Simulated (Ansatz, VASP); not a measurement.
**Si2Mo in VASP and in Ansatz**

```
CELL_PARAMETERS angstrom
-1.60842 1.60842 3.93651
1.60842 -1.60842 3.93651
1.60842 1.60842 -3.93651
ATOMIC_POSITIONS crystal
Si 0.34059 0.34059 0.01099
Si 0.67040 0.67040 0.01099
Mo 0.99678 0.99678 0.99357
```

Change from the starting cell: mode 4 (266.7 1/cm) frozen in, largest displacement +0.025 Å.

Alike in both runs: task single point; functional PBE; k mesh 20 × 20 × 20; occupations gaussian, width 0.15 eV; no spin polarisation.

|  | VASP | Ansatz |
| --- | --- | --- |
| version | VASP 6.6.1 | Ansatz 0.2.0 |
| potentials or method | VASP PAW PBE potentials, release 64 (Si, Mo_sv), cutoff 520 eV | scalar-relativistic, plane waves, PAW |
| valence electrons in the cell | 22 | 22 |

|  | VASP | Ansatz | Ansatz less VASP |
| --- | --- | --- | --- |
| gap on the k mesh at the Fermi level (eV) | none | none | - |
| pressure (GPa) | 0.3 | 0.1 | -0.16 |
| traceless stress, the component that is largest in VASP (GPa) | 0.14 | 0.14 | -0.001 |
| rms of the force components (eV/Å) | 0.151 | 0.151 | -0.0007 |

Atom by atom the forces differ by 0.002 eV/Å (rms over components). A gap of «none» marks a metal or a gap that the smearing closes.
